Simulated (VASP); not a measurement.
MgO: single point with PBE

The system is MgO.

```
Mg O
1.0
     0.00000    2.12679    2.12679
     2.12679    0.00000    2.12679
     2.12679    2.12679    0.00000
Mg O
1 1
Direct
  0.00000 0.00000 0.00000
  0.50000 0.50000 0.50000
```

```json
{"Program": "VASP 6.6.1", "Task": "single point", "Functional": "PBE", "Potentials or basis": "VASP PAW PBE potentials, release 64 (Mg, O)", "Cutoff": "520 eV", "k mesh": "10 × 10 × 10", "Occupations": "gaussian, width 0.02 eV", "Spin": "no spin polarisation", "Dipole correction": "no", "Further INCAR settings": "ALGO = Normal; EDIFF = 1e-06; NBANDS = 11"}
```

| Quantity | Value |
| --- | --- |
| Pressure | -0.7 GPa |
| Band gap on the k mesh | 4.45 eV, direct |

Levels at points of the mesh, in eV from the valence-band top:
| k point | band 1 | band 2 | band 3 | band 4 | band 5 | band 6 | band 7 | band 8 | band 9 |
| --- | --- | --- | --- | --- | --- | --- | --- | --- | --- |
| (0.00, 0.00, 0.00) | -17.12 | 0.00 | 0.00 | 0.00 | 4.45 | 15.63 | 15.63 | 15.63 | 19.47 |
| (0.50, 0.00, 0.00) | -15.90 | -4.49 | -0.62 | -0.62 | 7.71 | 12.27 | 16.01 | 16.01 | 20.45 |
| (0.50, 0.50, 0.00) | -15.66 | -3.96 | -1.31 | -1.31 | 9.08 | 9.65 | 12.79 | 18.53 | 18.53 |

Run time: 3.7 s on 1 thread of Intel(R) Xeon(R) 6975P-C (Granite Rapids), on a shared host, peak memory 0.14 GiB.

PBE gaps usually lie below the measured ones, often by a third to a half.
